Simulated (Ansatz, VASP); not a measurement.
# Two plane-wave programs on KTaO3

Contents of INCAR:

```
SYSTEM = KTaO3
PREC = Accurate
ENCUT = 520
EDIFF = 1E-6
ISMEAR = 0
SIGMA = 0.01
LREAL = .FALSE.
LASPH = .TRUE.
NELM = 150
ALGO = Normal
ISIF = 2
LWAVE = .FALSE.
LCHARG = .FALSE.
LNONCOLLINEAR = .TRUE.
MAGMOM = 0 0 0 0 0 0 0 0 0 0 0 0 0 0 0
LORBIT = 11
LSORBIT = .TRUE.
GGA_COMPAT = .FALSE.
LORBMOM = .TRUE.
LMAXMIX = 4
GGA = PE
NBANDS = 53
```

File KPOINTS:

```
Automatic mesh
0
G
  6 6 6
  0 0 0
```

Contents of POSCAR:

```
KTaO3
1.0
    3.9901309440      0.0000000000      0.0000000000
    0.0000000000      3.9901309440      0.0000000000
    0.0000000000      0.0000000000      3.9901309440
K Ta O
1 1 3
Direct
    0.5000000000      0.5000000000      0.5000000000
    0.0000000000      0.0000000000      0.0000000000
    0.5000000000      0.0000000000      0.0000000000
    0.0000000000      0.5000000000      0.0000000000
    0.0000000000      0.0000000000      0.5000000000
```

Input for Ansatz:

```yaml
crystal:
  lattice:
    - [3.990130944, 0.0, 0.0]
    - [0.0, 3.990130944, 0.0]
    - [0.0, 0.0, 3.990130944]
  atoms:
    - { symbol: K, position: [0.5, 0.5, 0.5] }
    - { symbol: Ta, position: [0.0, 0.0, 0.0] }
    - { symbol: O, position: [0.5, 0.0, 0.0] }
    - { symbol: O, position: [0.0, 0.5, 0.0] }
    - { symbol: O, position: [0.0, 0.0, 0.5] }
kpoints:
  mp_grid: { grid: [6, 6, 6] }
  band_path:
    path: [[0.0, 0.0, 0.0], [0.0, 0.5, 0.0], [0.5, 0.5, 0.0], [0.5, 0.5, 0.5]]
    npoints: 1
hamiltonian:
  xc: pbe
scf:
  occupations: { method: fixed }
  n_extra_bands: 10
magnetization:
  noncollinear: true
  spin_orbit: true
output:
  forces: true
  stress: true
  eigenvalues: true
```

Alike in both runs: task single point; functional PBE; k mesh 6 × 6 × 6; non-collinear spin, spin-orbit coupling.

|  | VASP | Ansatz |
| --- | --- | --- |
| version | VASP 6.6.1 | Ansatz 0.2.0 |
| potentials or method | VASP PAW PBE potentials, release 64 (K_sv, Ta_pv, O) | plane waves, PAW |
| plane-wave cutoff (eV) | 520 | 420 |
| occupations | gaussian, width 0.01 eV | fixed |
| valence electrons in the cell | 38 | 40 |

VASP gave:

* pressure (GPa): 6.0
* net moment per atom (μB): 0.00

Task: Estimate Ansatz's values.

Result: Pressure (GPa): 4.9; net moment per atom (μB): 0.00.

VASP's potentials hold 38 valence electrons a cell and Ansatz's 40, so a difference there can come from the potentials and not from the codes.
